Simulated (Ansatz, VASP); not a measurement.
Two plane-wave programs on Nb

```
CELL_PARAMETERS angstrom
3.02256 1.74507 2.90423
-3.02256 1.74507 2.90423
0.00000 -3.49015 2.90423
ATOMIC_POSITIONS crystal
Nb 0.00000 0.75000 0.25000
Nb 0.75000 0.25000 0.00000
Nb 0.25000 0.00000 0.75000
Nb 0.33437 0.33437 0.33437
Nb 0.66563 0.66563 0.66563
```

Alike in both runs: task relaxation of cell and atoms; functional PBE; k mesh 6 × 6 × 6; occupations gaussian, width 0.1 eV; no spin polarisation.

|  | VASP | Ansatz |
| --- | --- | --- |
| version | VASP 6.6.1 | Ansatz 0.2.0 |
| potentials or method | VASP PAW PBE potentials, release 64 (Nb_sv), cutoff 600 eV | scalar-relativistic, plane waves, PAW |
| valence electrons in the cell | 65 | 65 |

Ansatz gave:

- gap on the k mesh at the Fermi level, each at its own relaxed structure (eV): none
- relaxed volume (Å³/atom): 21.24
- relaxed cell length with the largest relative difference (Å): 4.755

Q: Estimate VASP's values.

A: gap on the k mesh at the Fermi level, each at its own relaxed structure (eV): none; relaxed volume (Å³/atom): 21.20; relaxed cell length with the largest relative difference (Å): 4.752.

A gap of «none» marks a metal or a gap that the smearing closes.

Noted on VASP's run: the volume moved by over 15 % at a fixed basis, so the end points are rough.
